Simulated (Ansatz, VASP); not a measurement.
**Two plane-wave programs on C**

```
C
1.0
     2.46488    0.00000    0.00000
    -1.23244    2.13465    0.00000
     0.00000    0.00000   20.60609
C
12
Cartesian
  1.2012 0.6574 19.6168
  1.2324 0.7116 9.3142
  1.2324 0.7116 16.0588
  1.2324 0.7116 5.7562
  0.0000 0.0000 12.6865
  0.0000 1.4231 5.7558
  0.0000 0.0000 2.3834
  1.2324 0.7116 12.6865
  0.0000 1.4231 16.0592
  0.0000 1.4231 2.3834
  0.0000 1.4231 9.3137
  0.0000 1.4231 19.6172
```

Alike in both runs: task single point; functional PBE; dispersion D3(BJ); k mesh 18 × 18 × 2; occupations gaussian, width 0.15 eV; no spin polarisation.

```csv
,VASP,Ansatz
version,VASP 6.6.1,Ansatz 0.2.0
potentials or method,"VASP PAW PBE potentials, release 64 (C), cutoff 520 eV","scalar-relativistic, plane waves, PAW"
valence electrons in the cell,48,48
```

```tsv
	VASP	Ansatz	Ansatz less VASP
gap on the k mesh at the Fermi level (eV)	none	none	-
pressure (GPa)	0.7	0.3	-0.43
traceless stress, the component that is largest in VASP (GPa)	1.41	1.14	-0.269
rms of the force components (eV/Å)	0.797	0.797	-0.0007
```

Atom by atom the forces differ by 0.001 eV/Å (rms over components). A gap of «none» marks a metal or a gap that the smearing closes.
